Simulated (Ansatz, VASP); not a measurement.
**C in VASP and in Ansatz**

```
C
1.0
    -2.47074    2.47074    2.09618
     2.47074   -2.47074    2.09618
     2.47074    2.47074   -2.09618
C
8
Cartesian
  -0.7399 1.7308 0.7776
  0.7399 3.2106 0.7776
  3.2106 -0.7399 0.7776
  1.7308 0.7399 0.7776
  0.7399 1.7308 1.3186
  -0.7399 3.2106 1.3186
  1.7308 -0.7399 1.3186
  3.2106 0.7399 1.3186
```

Alike in both runs: functional PBE; k mesh 8 × 8 × 8; occupations gaussian, width 0.02 eV; no spin polarisation.

Ansatz relaxed the structure, and its values are those at the end. VASP's run is a single point on that final structure, the one shown.

|  | VASP | Ansatz |
| --- | --- | --- |
| version | VASP 6.6.1 | Ansatz 0.2.0 |
| potentials or method | VASP PAW PBE potentials, release 64 (C), cutoff 520 eV | scalar-relativistic, plane waves, PAW |
| valence electrons in the cell | 32 | 32 |

Ansatz gave:

```
gap on the k mesh at the Fermi level (eV) : 3.07
least direct gap on the mesh (eV)         : 3.45
pressure (GPa)                            : 0.0
rms of the force components (eV/Å)        : 0.004
```

Q: What did VASP give for the same quantities?

A: gap on the k mesh at the Fermi level (eV): 3.07; least direct gap on the mesh (eV): 3.43; pressure (GPa): 0.5; rms of the force components (eV/Å): 0.007.
